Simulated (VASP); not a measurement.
Crystal: Cd4SeS3.

```
Cd Se S
1.0
     8.30000    0.00000    0.00000
    -4.15000    7.18801    0.00000
     0.00000    0.00000    6.77000
Cd Se S
8 2 6
Cartesian
  -2.0750 5.9900 2.5387
  0.0000 2.3960 2.5387
  2.0750 5.9900 2.5387
  0.0000 4.7920 5.9238
  6.2250 1.1980 5.9238
  2.0750 1.1980 5.9238
  4.1500 2.3960 2.5387
  4.1500 4.7920 5.9238
  0.0000 4.7920 3.3850
  4.1500 2.3960 0.0000
  -2.0750 5.9900 0.0000
  0.0000 2.3960 0.0000
  2.0750 5.9900 0.0000
  6.2250 1.1980 3.3850
  2.0750 1.1980 3.3850
  4.1500 4.7920 3.3850
```

```yaml
Program: VASP 6.6.1
Task: relaxation of cell and atoms
Functional: PBE
Potentials_or_basis: VASP PAW PBE potentials, release 64 (Cd, Se, S)
Cutoff: 600 eV
k_mesh: 2 × 2 × 2
Occupations: gaussian, width 0.15 eV
Spin: no spin polarisation
```

At the start: pressure 4.4 GPa; volume 25.24 Å³/atom.

Where does the relaxation end?

Over 5 steps the energy falls by 34.1 meV/atom and the volume is 27.02 Å³/atom (+7.0 %); space group P6_3mc (No. 186, to 0.1 Å) before and after.

Step by step:
| step | energy change (eV) | largest force (eV/Å) | pressure (GPa) | volume (Å³) |
| --- | --- | --- | --- | --- |
| 1 | 0.0000 | 0.6683 | 4.40 | 403.90 |
| 2 | -0.4494 | 0.2786 | -1.31 | 445.82 |
| 3 | -0.4806 | 0.3471 | -0.30 | 436.52 |
| 4 | -0.5194 | 0.2348 | -0.16 | 434.95 |
| 5 | -0.5456 | 0.0490 | 0.11 | 432.26 |

Final structure:
```
CELL_PARAMETERS angstrom
8.49776 0.00000 0.00000
-4.24888 7.35928 0.00000
0.00000 0.00000 6.91208
ATOMIC_POSITIONS crystal
Cd 0.16216 0.83784 0.37195
Cd 0.16216 0.32432 0.37195
Cd 0.67568 0.83784 0.37195
Cd 0.33333 0.66667 0.88547
Cd 0.83784 0.16216 0.87195
Cd 0.32432 0.16216 0.87195
Cd 0.66667 0.33333 0.38547
Cd 0.83784 0.67568 0.87195
Se 0.33333 0.66667 0.49957
Se 0.66667 0.33333 0.99957
S 0.16618 0.83382 0.99970
S 0.16618 0.33237 0.99970
S 0.66763 0.83382 0.99970
S 0.83382 0.16618 0.49970
S 0.33237 0.16618 0.49970
S 0.83382 0.66763 0.49970
```

Caveat: the k points lie up to 0.45 Å⁻¹ apart in the final cell; the relaxation stopped at a loose force limit of 0.08 eV/Å, so its end isn't a converged minimum.
